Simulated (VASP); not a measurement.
**CuI (Marshite): single point with PBE**

CuI (Marshite):

```
I Cu
1.0
     0.00000    3.03150    3.03150
     3.03150    0.00000    3.03150
     3.03150    3.03150    0.00000
I Cu
1 1
Direct
  0.00000 0.00000 0.00000
  0.75000 0.75000 0.75000
```

| Item | Value |
| --- | --- |
| Program | VASP 6.6.1 |
| Task | single point |
| Functional | PBE |
| Potentials or basis | VASP PAW PBE potentials, release 64 (I, Cu) |
| Cutoff | 520 eV |
| k mesh | 8 × 8 × 8 |
| Occupations | gaussian, width 0.022 eV |
| Spin | no spin polarisation |
| Dipole correction | no |
| Further INCAR settings | ALGO = Normal; EDIFF = 1e-06; NBANDS = 16 |

* Pressure: 0.7 GPa
* Band gap on the k mesh: 1.14 eV, direct

Levels at points of the mesh, in eV from the valence-band top:
```tsv
k point	band 5	band 6	band 7	band 8	band 9	band 10	band 11	band 12	band 13	band 14
(0.00, 0.00, 0.00)	-1.85	-1.85	0.00	0.00	0.00	1.14	4.87	4.87	4.87	8.18
(0.50, 0.00, 0.00)	-1.82	-1.82	-1.78	-0.71	-0.71	2.16	5.41	5.41	7.41	9.12
(0.50, 0.50, 0.00)	-1.88	-1.79	-1.77	-1.50	-1.50	2.72	2.91	9.19	9.76	9.76
```

Run time: 8.7 s on 1 thread of Intel(R) Xeon(R) 6975P-C (Granite Rapids), with other jobs on the host, peak memory 0.18 GiB.

Caveat: spin-orbit coupling is left out, which moves the levels of the heavy elements.
